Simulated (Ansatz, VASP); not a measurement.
**One calculation of SiC, two programs**

```
Si C
1.0
     3.01600    0.00000    0.00000
    -1.50800    2.61194    0.00000
     0.00000    0.00000   10.11474
Si C
4 4
Cartesian
  0.0000 0.0000 0.0050
  0.0000 1.7413 2.5339
  0.0000 0.0000 5.0624
  1.5080 0.8706 7.5912
  0.0000 0.0000 1.8886
  0.0000 1.7413 4.4229
  0.0000 0.0000 6.9459
  1.5080 0.8706 9.4803
```

Change from the starting cell: epitaxial_xy strain -2.0%.

Alike in both runs: task single point; functional r2SCAN; k mesh 12 × 12 × 4; no spin polarisation.

|  | VASP | Ansatz |
| --- | --- | --- |
| version | VASP 6.6.1 | Ansatz 0.2.0 |
| potentials or method | VASP PAW PBE potentials, release 64 (Si, C) | plane waves, PAW |
| plane-wave cutoff (eV) | 520 | 500 |
| occupations | gaussian, width 0.01 eV | fixed |
| valence electrons in the cell | 32 | 32 |

```tsv
	VASP	Ansatz	Ansatz less VASP
gap on the k mesh at the Fermi level (eV)	2.45	2.44	-0.012
pressure (GPa)	8.9	9.1	+0.22
traceless stress, the component that is largest in VASP (GPa)	-9.16	-9.12	+0.047
```

VASP's potentials were made for PBE, not for r2SCAN.
